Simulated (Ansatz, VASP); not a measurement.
**One calculation of MgS, two programs**

```
Mg S
1.0
     0.00000    2.85396    2.78401
     2.85396    0.00000    2.78401
     2.85396    2.85396    0.00000
Mg S
1 1
Direct
  0.00000 0.00000 0.00000
  0.25000 0.25000 0.25000
```

Alike in both runs: task single point; functional PBEsol; k mesh 6 × 6 × 6; no spin polarisation.

|  | VASP | Ansatz |
| --- | --- | --- |
| version | VASP 6.6.1 | Ansatz 0.2.0 |
| potentials or method | VASP PAW PBE potentials, release 64 (Mg, S), cutoff 600 eV | scalar-relativistic, plane waves, PAW |
| occupations | gaussian, width 0.01 eV | fixed |
| valence electrons in the cell | 8 | 16 |

|  | VASP | Ansatz | Ansatz less VASP |
| --- | --- | --- | --- |
| gap on the k mesh at the Fermi level (eV) | 3.25 | 3.25 | -0.002 |
| least direct gap on the mesh (eV) | 3.25 | 3.25 | -0.002 |

VASP's potentials were made for PBE, not for PBEsol, and Ansatz warns of the same on its side. VASP's potentials hold 8 valence electrons a cell and Ansatz's 16, so a difference there can come from the potentials and not from the codes.
